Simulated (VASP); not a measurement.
# C (P6/mmm) in VASP: notebook

C is run at these levels: BLYP+D3(BJ), PBEsol; tasks: single point, relaxation of cell and atoms.

All numbers are computed with VASP 6.6.1; they aren't measurements. Logs are shortened: lines on timing, memory, paths and dates and some standing lists are left out, and cuts for length are marked.

### 1 The cell of the first run

The structure is hexagonal, space group P6/mmm (No. 191). The conventional cell has a = 2.470 Å, b = 2.470 Å, c = 3.435 Å, α = 90.00°, β = 90.00°, γ = 120.00°. C (site symmetry -6m2) has 3 C at 1.43 Å within 1.9 Å.

### 2 Single point, BLYP+D3(BJ)

INCAR

```
AGGAC = 1.0
AGGAX = 1.0
ALDAC = 0.0
ALDAX = 1.0
ALGO = Normal
EDIFF = 1E-6
ENCUT = 520
GGA = B5
ISIF = 2
ISMEAR = -1
IVDW = 12
LASPH = True
LCHARG = False
LREAL = False
LWAVE = False
NBANDS = 11
NELM = 100
PREC = Accurate
SIGMA = 0.1
VDW_A1 = 0.4298
VDW_A2 = 4.2359
VDW_S6 = 1.0
VDW_S8 = 2.6996
```

KPOINTS

```
k-points
0
Gamma
  15 15 4
```

POSCAR

```
C
1.0
    2.4696400439      0.0000000000      0.0000000000
   -1.2348200220      2.1387710163      0.0000000000
    0.0000000000      0.0000000000      3.4349605176
C
2
Direct
    0.3333333333      0.6666666667      0.0000000000
    0.6666666667      0.3333333333      0.0000000000
```

Potentials or basis: VASP PAW PBE potentials, release 64 (C).

The run is started by

```bash
> cat potpaw_PBE.64/C/POTCAR > POTCAR
> mpirun -np 1 vasp_std > vasp.out
```

OUTCAR:

```text
EDIFF = 1E-6
   ENCUT = 520
   GGA = B5
   ISIF = 2
   ISMEAR = -1
   IVDW = 12
   LASPH = True
   LREAL = False
   NELM = 100
   PREC = Accurate
 IVDW          = 12

 ion  position               nearest neighbor table
   1  0.333  0.667  0.000-   2 1.43   2 1.43   2 1.43
   2  0.667  0.333  0.000-   1 1.43   1 1.43   1 1.43

  LATTYP: Found a hexagonal cell.
 ALAT       =     2.4696400439
 C/A-ratio  =     1.3908749682

  Lattice vectors:

 A1 = (   2.4696400439,   0.0000000000,   0.0000000000)
 A2 = (  -1.2348200220,   2.1387710163,   0.0000000000)
 A3 = (   0.0000000000,   0.0000000000,   3.4349605176)

Analysis of symmetry for initial positions (statically):
=====================================================================
 Subroutine PRICEL returns:
 Original cell was already a primitive cell.

 Routine SETGRP: Setting up the symmetry group for a
 hexagonal supercell.

 Subroutine GETGRP returns: Found 24 space group operations
 (whereof 24 operations were pure point group operations)
 out of a pool of 24 trial point group operations.

The static configuration has the point symmetry D_6h.

Analysis of symmetry for dynamics (positions and initial velocities):
=====================================================================
 Subroutine PRICEL returns:
 Original cell was already a primitive cell.

 Routine SETGRP: Setting up the symmetry group for a
 hexagonal supercell.

 Subroutine GETGRP returns: Found 24 space group operations
 (whereof 24 operations were pure point group operations)
 out of a pool of 24 trial point group operations.

The dynamic configuration has the point symmetry D_6h.

 Subroutine INISYM returns: Found 24 space group operations
 (whereof 24 operations are pure point group operations),
 and found     1 'primitive' translations

----------------------------------------------------------------------------------------

                                     Primitive cell

  volume of cell :      18.1434

  direct lattice vectors                    reciprocal lattice vectors
     2.469640044  0.000000000  0.000000000     0.404917309  0.233779117  0.000000000
    -1.234820022  2.138771016  0.000000000     0.000000000  0.467558234  0.000000000
     0.000000000  0.000000000  3.434960518     0.000000000  0.000000000  0.291124161

  length of vectors
     2.469640044  2.469640044  3.434960518     0.467558234  0.467558234  0.291124161

  position of ions in fractional coordinates (direct lattice)
     0.333333333  0.666666667  0.000000000
     0.666666667  0.333333333  0.000000000

  ion indices of the primitive-cell ions
   primitive index   ion index
                 1           1
                 2           2

----------------------------------------------------------------------------------------

 KPOINTS: k-points

Automatic generation of k-mesh.
 Grid dimensions read from file:
 generate k-points for:   15   15    4

 Generating k-lattice:

  Cartesian coordinates                     Fractional coordinates (reciprocal lattice)
     0.026994487  0.015585274  0.000000000     0.066666667  0.000000000  0.000000000
     0.000000000  0.031170549  0.000000000     0.000000000  0.066666667  0.000000000
     0.000000000  0.000000000  0.072781040     0.000000000  0.000000000  0.250000000

  Length of vectors
     0.031170549  0.031170549  0.072781040

  Shift w.r.t. Gamma in fractional coordinates (k-lattice)
     0.000000000  0.000000000  0.000000000

 Subroutine IBZKPT returns following result:
 ===========================================

 Found     81 irreducible k-points:

 Following reciprocal coordinates:
            Coordinates               Weight
  0.000000  0.000000  0.000000      1.000000
  0.066667  0.000000  0.000000      6.000000
  0.133333  0.000000  0.000000      6.000000
  0.200000  0.000000  0.000000      6.000000
  0.266667  0.000000  0.000000      6.000000
  0.333333  0.000000  0.000000      6.000000
[... 16 lines left out ...]
  0.333333  0.200000  0.000000     12.000000
  0.400000  0.200000  0.000000      6.000000
 [... further k-points ...]
   k-points           NKPTS =     81   k-points in BZ     NKDIM =     81   number of bands    NBANDS=     11
   number of dos      NEDOS =    301   number of ions     NIONS =      2
   total plane-waves  NPLWV =   9072
   dimension x,y,z NGX =    18 NGY =   18 NGZ =   28
   dimension x,y,z NGXF=    36 NGYF=   36 NGZF=   56
   ions per type =               2
   NGX,Y,Z   is equivalent  to a cutoff of  12.12, 12.12, 13.55 a.u.
   NGXF,Y,Z  is equivalent  to a cutoff of  24.23, 24.23, 27.10 a.u.
 SYSTEM =  unknown system
   PREC   = accura    normal or accurate (medium, high low for compatibility)
   ISTART =      0    job   : 0-new  1-cont  2-samecut
   ICHARG =      2    charge: 1-file 2-atom 10-const
   ISPIN  =      1    spin polarized calculation?
   LNONCOLLINEAR =      F non collinear calculations
   LSORBIT =      F    spin-orbit coupling
   LASPH  =      T    aspherical Exc in radial PAW
   ENCUT  =  520.0 eV  38.22 Ry    6.18 a.u.   4.59  4.59  6.39*2*pi/ulx,y,z
   NELM   =    100;   NELMIN=  2; NELMDL= -5     # of ELM steps
   EDIFF  = 0.1E-05   stopping-criterion for ELM
   LREAL  =      F    real-space projection
   EDIFFG = 0.1E-04   stopping-criterion for IOM
   NSW    =      0    number of steps for IOM
   IBRION =     -1    ionic relax: 0-MD 1-quasi-New 2-CG
   NFREE  =      0    steps in history (QN), initial steepest desc. (CG)
   ISIF   =      2    stress and relaxation
   ISYM   =      2    0-nonsym 1-usesym 2-fastsym
   POTIM  = 0.5000    time-step for ionic-motion
   TEBEG  =    0.0;   TEEND  =   0.0 temperature during run
   PSTRESS=    0.0 pullay stress
   NELECT =       8.0000    total number of electrons
   NUPDOWN=      -1.0000    fix difference up-down
   EMIN   =  10.00;   EMAX   =-10.00  energy-range for DOS
   EFERMI =   0.00;   METHOD = LEGACY
   ISMEAR =    -1;   SIGMA  =   0.10  broadening in eV -4-tet -1-fermi 0-gaus
   EFERMI_NEDOS =   21; number of points for ismear=-14 and -15
   IALGO  =     38    algorithm
   IMIX   =      4    mixing-type and parameters
     AMIX     =   0.40;   BMIX     =  1.00
     AMIX_MAG =   1.60;   BMIX_MAG =  1.00
  volume/ion in A,a.u.               =       9.07        61.22
  Fermi-wavevector in a.u.,A,eV,Ry     =   1.246039  2.354672 21.124581  1.552613
  Thomas-Fermi vector in A             =   2.380234
   LORBIT       =      0    0 simple, 1 ext, 2 COOP (PROOUT), +10 PAW based schemes
   GGA     = B5    functional components
   LHFCALC =     F    Hartree Fock is set to
   AEXX    =    0.0000 exact exchange contribution
   IVDW    =    12    specifies the selected vdW correction
   LEPSILON=     F    determine dielectric tensor
   LRPA    =     F    only Hartree local field effects (RPA)
 non-spin polarized calculation
  energy-cutoff  :      520.00
  volume of cell :       18.14
 maximum number of plane-waves:       504
   NGX =  9   NGY =  9   NGZ = 13

 number of electron       7.9999998 magnetization

 Free energy of the ion-electron system (eV)
  ---------------------------------------------------
  ext. energy  EPLUGINS =         0.00000000
  ---------------------------------------------------
  free energy    TOTEN  =       -17.27366530 eV

  energy without entropy =      -17.27204695  energy(sigma->0) =      -17.27285613

 E-fermi :   4.8437     XC(G=0):  -9.6724

 val. band max:        4.8387777953   @ k =   0.3333   0.3333   0.2500
 cond. band min:       5.3316928100   @ k =   0.3333   0.2667   0.5000
 fundamental gap:      0.4929150147
 Fermi energy:         4.8436930488

 k-point     1 :       0.0000    0.0000    0.0000
  band No.  band energies     occupation
      1     -14.6615      2.00000
      2      -1.7491      2.00000
      3       1.6588      2.00000
      4       1.6588      2.00000
      5       8.9399      0.00000
      6      13.1519      0.00000
      7      13.1519      0.00000
      8      16.2987      0.00000
      9      17.0777      0.00000
     10      27.2285      0.00000
     11      29.8159      0.00000

 k-point     2 :       0.0667    0.0000    0.0000
  band No.  band energies     occupation
      1     -14.5567      2.00000
      2      -1.6287      2.00000
      3       1.2450      2.00000
      4       1.4443      2.00000
      5       9.0679      0.00000
      6      13.2034      0.00000
      7      13.5917      0.00000
      8      15.9646      0.00000
      9      17.2550      0.00000
     10      27.5172      0.00000
     11      29.5724      0.00000

 k-point     3 :       0.1333    0.0000    0.0000
  band No.  band energies     occupation
      1     -14.2431      2.00000
      2      -1.2698      2.00000
      3       0.1422      2.00000
      4       0.8986      2.00000
      5       9.4530      0.00000
      6      13.2192      0.00000
      7      14.8046      0.00000
      8      15.0321      0.00000
      9      17.8296      0.00000
     10      28.1659      0.00000
     11      28.6922      0.00000

 k-point     4 :       0.2000    0.0000    0.0000
  band No.  band energies     occupation
      1     -13.7232      2.00000
      2      -1.3764      2.00000
      3      -0.6805      2.00000
      4       0.2129      2.00000
      5      10.0939      0.00000
      6      13.0679      0.00000
      7      13.6619      0.00000
      8      16.5711      0.00000
      9      18.7273      0.00000
     10      27.3617      0.00000
     11      28.2279      0.00000
[... 239 lines left out ...]
 k-point    22 :       0.2667    0.2000    0.0000
  band No.  band energies     occupation
      1     -10.8977      2.00000
      2      -5.4218      2.00000
      3      -3.4563      2.00000
      4       2.3696      2.00000
      5       8.7828      0.00000
      6      13.6304      0.00000
      7      15.6432      0.00000
      8      17.4064      0.00000
      9      21.1813      0.00000
     10      22.9602      0.00000
     11      24.8534      0.00000

 k-point    23 :       0.3333    0.2000    0.0000
  band No.  band energies     occupation
      1      -9.7653      2.00000
      2      -6.8231      2.00000
      3      -3.8810      2.00000
      4       3.4240      2.00000
      5       7.4905      0.00000
      6      14.9834      0.00000
      7      15.5261      0.00000
      8      17.6627      0.00000
      9      20.3965      0.00000
     10      22.7157      0.00000
     11      24.6901      0.00000

 k-point    24 :       0.4000    0.2000    0.0000
  band No.  band energies     occupation
      1      -8.8611      2.00000
      2      -7.8325      2.00000
      3      -4.0134      2.00000
      4       4.0095      1.99952
      5       6.8225      0.00000
      6      15.3366      0.00000
      7      16.3271      0.00000
      8      16.8438      0.00000
      9      20.1334      0.00000
     10      23.0566      0.00000
     11      24.5693      0.00000

 [... further k-points ...]

------------------------ aborting loop because EDIFF is reached ----------------------------------------

 Edisp (eV)   -0.57477

 E8    (eV) :    -0.3379

  FORCE on cell =-STRESS in cart. coord.  units (eV):
  Direction    XX          YY          ZZ          XY          YZ          ZX
  --------------------------------------------------------------------------------------
  -------------------------------------------------------------------------------------
  Total       0.06109     0.06109    -0.00283    -0.00000     0.00000     0.00000
  in kB       5.39459     5.39459    -0.24964    -0.00000     0.00000     0.00000
  external pressure =        3.51 kB  Pullay stress =        0.00 kB

 VOLUME and BASIS-vectors are now :
 -----------------------------------------------------------------------------
  energy-cutoff  :      520.00
  volume of cell :       18.14
      direct lattice vectors                 reciprocal lattice vectors
     2.469640044  0.000000000  0.000000000     0.404917309  0.233779117  0.000000000
    -1.234820022  2.138771016  0.000000000     0.000000000  0.467558234  0.000000000
     0.000000000  0.000000000  3.434960518     0.000000000  0.000000000  0.291124161

 POSITION                                       TOTAL-FORCE (eV/Angst)
 -----------------------------------------------------------------------------------
     -0.00000      1.42585      0.00000         0.000000      0.000000      0.000000
      1.23482      0.71292      0.00000        -0.000000      0.000000      0.000000
 -----------------------------------------------------------------------------------
    total drift:                                0.000000     -0.000000      0.000000

  FREE ENERGIE OF THE ION-ELECTRON SYSTEM (eV)
  ---------------------------------------------------
  free  energy   TOTEN  =       -17.8484323503 eV

  energy  without entropy=      -17.8468140004  energy(sigma->0) =      -17.84762318
```

Run time: 7.7 s. Hardware: 1 thread of Intel Xeon 6975P-C (Granite Rapids), shared host; peak memory 0.13 GiB.

Results:

- Free energy: -17.8484 eV
- Pressure: 0.4 GPa
- Band gap on the k mesh: zero (band 4 reaches 5.47 eV, above the bottom of band 5 at 4.29 eV)
- Dispersion energy per atom: -0.287 eV

Stress tensor (GPa, compression positive):
```
 0.54  0.00  0.00
 0.00  0.54  0.00
 0.00  0.00 -0.02
```

Caveat: the k points lie up to 0.46 Å⁻¹ apart; the PAW data sets were made with another functional, which shifts forces and pressure a little.

(Continued in part 2 of 2.)
